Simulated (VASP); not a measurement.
# AlO2: single point with PBE

The system is AlO2.

```xyz
3
Lattice="2.8030 0.0000 0.0000 -1.4015 2.4275 0.0000 0.0000 0.0000 5.5938" Properties=species:S:1:pos:R:3 pbc="T T T"
Al    0.0000    1.6183    2.7969
O     0.0000    0.0000    2.1946
O     0.0000    0.0000    3.3992
```

| Quantity | Value |
| --- | --- |
| Program | VASP 6.6.1 |
| Task | single point |
| Functional | PBE |
| Potentials or basis | VASP PAW PBE potentials, release 64 (Al, O) |
| Cutoff | 520 eV |
| k mesh | 6 × 6 × 4 |
| Occupations | gaussian, width 0.1 eV |
| Spin | no spin polarisation |
| Dipole correction | no |
| Further INCAR settings | ALGO = Normal; EDIFF = 1e-06; NBANDS = 14 |

| Property | Result |
| --- | --- |
| Pressure | 99.1 GPa |
| Largest force | 25.217 eV/Å |

Forces in eV/Å, atoms in the order of the input:
```
Al    0.000   0.000   0.000
O     0.000   0.000 -25.217
O     0.000   0.000  25.217
```

Stress tensor (GPa, compression positive):
```
 84.78   0.00   0.00
  0.00  84.78   0.00
  0.00   0.00 127.77
```

Levels at points of the mesh, in eV from the Fermi level:
| k point | band 5 | band 6 | band 7 | band 8 | band 9 | band 10 |
| --- | --- | --- | --- | --- | --- | --- |
| (0.00, 0.00, 0.00) | -14.64 | -6.72 | -6.72 | -2.20 | -0.02 | 1.47 |
| (0.50, 0.00, 0.00) | -13.41 | -9.66 | -7.45 | -0.15 | 2.88 | 3.57 |
| (0.00, 0.00, 0.50) | -14.58 | -6.72 | -6.72 | -2.17 | -1.60 | 4.23 |
| (0.50, 0.00, 0.50) | -13.39 | -9.69 | -7.45 | -0.12 | 2.71 | 4.12 |

Wall time 9.1 s on 1 thread of Intel(R) Xeon(R) Platinum 8488C (Sapphire Rapids), on a shared host, peak memory 0.15 GiB.

Caveat: the k points lie up to 0.43 Å⁻¹ apart; the standard files for N, O and F lose accuracy on very short bonds; an odd number of electrons without spin polarisation forces a metal; a magnetic or distorted state may lie lower.
